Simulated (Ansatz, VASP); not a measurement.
BAs: VASP beside Ansatz

```
B As
1.0
     0.00000    2.39187    2.29619
     2.39187    0.00000    2.29619
     2.39187    2.39187    0.00000
B As
1 1
Direct
  0.00000 0.00000 0.00000
  0.25000 0.25000 0.25000
```

Change from the starting cell: uniaxial_z strain -4.0%.

Alike in both runs: task single point; functional PBE; k mesh 10 × 10 × 10; occupations fermi-dirac, width 0.02 eV; no spin polarisation.

|  | VASP | Ansatz |
| --- | --- | --- |
| version | VASP 6.6.1 | Ansatz 0.2.0 |
| potentials or method | VASP PAW PBE potentials, release 64 (B, As_d) | plane waves, PAW |
| plane-wave cutoff (eV) | 600 | 420 |
| valence electrons in the cell | 18 | 18 |

|  | VASP | Ansatz | Ansatz less VASP |
| --- | --- | --- | --- |
| pressure (GPa) | 8.1 | 8.4 | +0.27 |
| traceless stress, the component that is largest in VASP (GPa) | 5.45 | 5.44 | -0.013 |

The functional is the same, so the differences come from potentials, cutoffs and numerics.
